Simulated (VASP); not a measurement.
The system is Sc2GaSbAs2.

```
Sc Ga Sb As
1.0
     4.34997    0.00000    0.00000
    -2.17498    3.76718    0.00000
     0.00000    0.00000    8.74039
Sc Ga Sb As
2 1 1 2
Cartesian
  0.0000 0.0000 2.3261
  0.0000 0.0000 6.4143
  0.0000 0.0000 0.0000
  0.0000 0.0000 4.3702
  0.0000 2.5115 4.3702
  2.1750 1.2557 4.3702
```

The cell was generated, and may not be a known phase.

```yaml
Program: VASP 6.6.1
Task: relaxation of cell and atoms
Functional: PBE
Potentials_or_basis: VASP PAW PBE potentials, release 64 (Sc_sv, Ga_d, Sb, As)
Cutoff: 600 eV
k_mesh: 6 × 6 × 2
Occupations: gaussian, width 0.1 eV
Spin: no spin polarisation
```

At the start: pressure 51.0 GPa; volume 23.87 Å³/atom.

Problem. How do energy, volume and symmetry change on relaxing?

Solution. Over 15 steps the energy falls by 2001.8 meV/atom and the volume is 39.22 Å³/atom (+64.3 %); space group P6/mmm (No. 191, to 0.1 Å) before and after.

Step by step:
| step | energy change (eV) | largest force (eV/Å) | pressure (GPa) | volume (Å³) |
| --- | --- | --- | --- | --- |
| 1 | 0.0000 | 14.5252 | 51.04 | 143.23 |
| 2 | -7.9883 | 0.2233 | -3.52 | 353.94 |
| 3 | -8.4854 | 0.5214 | -3.30 | 331.34 |
| 4 | -8.9055 | 0.8303 | -3.04 | 312.61 |
| 5 | -10.5830 | 3.1671 | 3.01 | 218.35 |
| 6 | -11.2648 | 1.5843 | -1.09 | 241.15 |
| 7 | -11.2989 | 1.3092 | -1.87 | 247.85 |
| 8 | -11.7442 | 1.1265 | -1.15 | 239.98 |
| 9 | -11.9588 | 0.1708 | 0.89 | 229.62 |
| 10 | -11.9687 | 0.5021 | 0.29 | 231.89 |
| 11 | -11.9702 | 0.4137 | 0.45 | 231.21 |
| 12 | -12.0069 | 0.0106 | 0.27 | 233.44 |
| 13 | -12.0084 | 0.0852 | 0.24 | 234.00 |
| 14 | -12.0099 | 0.0528 | -0.17 | 236.15 |
| 15 | -12.0109 | 0.0021 | -0.02 | 235.31 |

Final structure:
```
CELL_PARAMETERS angstrom
4.97025 0.00000 0.00000
-2.48513 4.30437 0.00000
0.00000 0.00000 10.99895
ATOMIC_POSITIONS crystal
Sc 0.00000 0.00000 0.25336
Sc 0.00000 0.00000 0.74664
Ga 0.00000 0.00000 0.00000
Sb 0.00000 0.00000 0.50000
As 0.33333 0.66667 0.50000
As 0.66667 0.33333 0.50000
```

Caveat: the volume moved by over 15 % at a fixed basis, so the end points are rough.
